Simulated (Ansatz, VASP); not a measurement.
One calculation of GdY2O2, two programs

```xyz
5
Lattice="3.4883 0.0000 0.0000 -1.7441 3.0209 0.0000 0.0000 0.0000 8.6489" Properties=species:S:1:pos:R:3 pbc="T T T"
Y     0.0000    2.0139    5.8430
Y     1.7441    1.0070    2.8058
Gd    0.0000    0.0000    0.0000
O     0.0000    2.0139    1.3498
O     1.7441    1.0070    7.2991
```

Change from the starting cell: species swapped into the CaCd2As2 type (P-3m1, No. 164).

Alike in both runs: functional PBE; k mesh 6 × 6 × 4; occupations gaussian, width 0.1 eV; collinear spin.

Ansatz relaxed the structure, and its values are those at the end. VASP's run is a single point on that final structure, the one shown.

```csv
,VASP,Ansatz
version,VASP 6.6.1,Ansatz 0.2.0
potentials or method,"VASP PAW PBE potentials, release 64 (Y_sv, Gd, O), cutoff 520 eV","scalar-relativistic, plane waves, PAW"
valence electrons in the cell,52,52
```

Ansatz gave:

```
gap on the k mesh at the Fermi level (eV)                     : none
pressure (GPa)                                                : 0.1
rms of the force components (eV/Å)                            : 0.005
net moment per atom (μB)                                      : 1.26
size of the moment on the site where the two differ most (μB) : 0.09
```

Estimate VASP's values.

gap on the k mesh at the Fermi level (eV): none; pressure (GPa): 0.0; rms of the force components (eV/Å): 0.011; net moment per atom (μB): 1.26; size of the moment on the site where the two differ most (μB): 0.20.

Site moments also hang on the region over which each program counts them. A gap of «none» marks a metal or a gap that the smearing closes.

Spin-orbit coupling is off throughout.
